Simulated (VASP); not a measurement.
Wanted: the native input for a VASP 6.6.1 run.

| Item | Value |
| --- | --- |
| Task | single point |
| Functional | PBE |
| Potentials or basis | VASP PAW PBE potentials, release 64 (Ta_pv, As) |
| Cutoff | 520 eV |
| k mesh | 18 × 18 × 18 |
| Occupations | fermi-dirac, width 0.15 eV |
| Spin | no spin polarisation |
| Dipole correction | no |
| Further INCAR settings | ALGO = Normal; EDIFF = 1e-06; NBANDS = 24 |

The structure of TaAs (nc.b) lies in POSCAR:

```
TaAs
1.0
   -1.7324265721      1.7324265721      5.8669526703
    1.7324265721     -1.7324265721      5.8669526703
    1.7324265721      1.7324265721     -5.8669526703
Ta As
2 2
Direct
    0.5001864994      1.0001864994      0.5000000000
    0.7501864994      0.7501864994      0.0000000000
    0.0824129206      0.5824129206      0.5000000000
    0.3324129206      0.3324129206      0.0000000000
```

One way to write it, as run:

INCAR

```
SYSTEM = TaAs
PREC = Accurate
ENCUT = 520
EDIFF = 1E-6
ISMEAR = -1
SIGMA = 0.15
LREAL = .False.
LASPH = .True.
NELM = 60
ALGO = Normal
ISIF = 2
LWAVE = .False.
LCHARG = .False.
GGA = PE
NBANDS = 24
```

KPOINTS

```
Automatic mesh
0
Gamma
  18 18 18
  0 0 0
```

Potentials or basis: VASP PAW PBE potentials, release 64 (Ta_pv, As).

Run with:

```bash
$ cat potpaw_PBE.64/Ta_pv/POTCAR potpaw_PBE.64/As/POTCAR > POTCAR
$ mpirun -np 1 vasp_std > vasp.out
```

Results of the run:

The pressure is 0.3 GPa and the band gap on the k mesh is zero (band 16 reaches 6.88 eV, above the bottom of band 17 at 6.86 eV).

Caveat: spin-orbit coupling is left out, which moves the levels of the heavy elements.

Wall time 24 min on 1 thread of Intel(R) Xeon(R) Platinum 8488C (Sapphire Rapids), with other jobs on the host, peak memory 0.88 GiB.
